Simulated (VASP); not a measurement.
Input of a VASP 6.6.1 run:

POSCAR

```
GaAs
1.0
    0.0000000000      2.6855075000      2.6855075000
    2.6855075000      0.0000000000      2.6855075000
    2.6855075000      2.6855075000      0.0000000000
Ga As
1 1
Direct
    0.0000000000      0.0000000000      0.0000000000
    0.7500000000      0.7500000000      0.7500000000
```

INCAR.step1

```
SYSTEM = GaAs
PREC = Accurate ; ENCUT = 520
ISMEAR = 0 ; SIGMA = 0.05
LREAL = .FALSE. ; LASPH = .TRUE.
NELM = 100 ; NBANDS = 16
GGA = PE ; ALGO = Normal
EDIFF = 1E-4 ; LWAVE = .TRUE.
LCHARG = .FALSE.
```

Contents of INCAR.step2:

```
SYSTEM = GaAs
PREC = Accurate ; ENCUT = 520
EDIFF = 1E-7 ; ISMEAR = 0
SIGMA = 0.05 ; LREAL = .FALSE.
LASPH = .TRUE. ; NELM = 100
ALGO = Normal ; ISIF = 2
LWAVE = .FALSE. ; LCHARG = .FALSE.
METAGGA = R2SCAN ; LMIXTAU = .TRUE.
NBANDS = 16 ; ISTART = 1
```

The input KPOINTS:

```
regular mesh
0
G
  8 8 8
  0 0 0
```

Potentials or basis: VASP PAW PBE potentials, release 64 (Ga_d, As).

Command:

```console
$ cat potpaw_PBE.64/Ga_d/POTCAR potpaw_PBE.64/As/POTCAR > POTCAR
$ cp INCAR.step1 INCAR
$ mpirun -np 1 vasp_std > vasp.out
$ cp INCAR.step2 INCAR
$ mpirun -np 1 vasp_std > vasp.out
```

Problem. Estimate the pressure.

Solution. 17.0 GPa.

Problem. Estimate the band gap on the k mesh.

Solution. 1.43 eV (least direct gap 2.29 eV).

Caveat: the cell differs from its parent crystal (strain -0.050 along x and y, -0.050 along z); the cell stands under pressure; the PAW data sets were made with another functional, which shifts forces and pressure a little. A k mesh can miss the band edges.
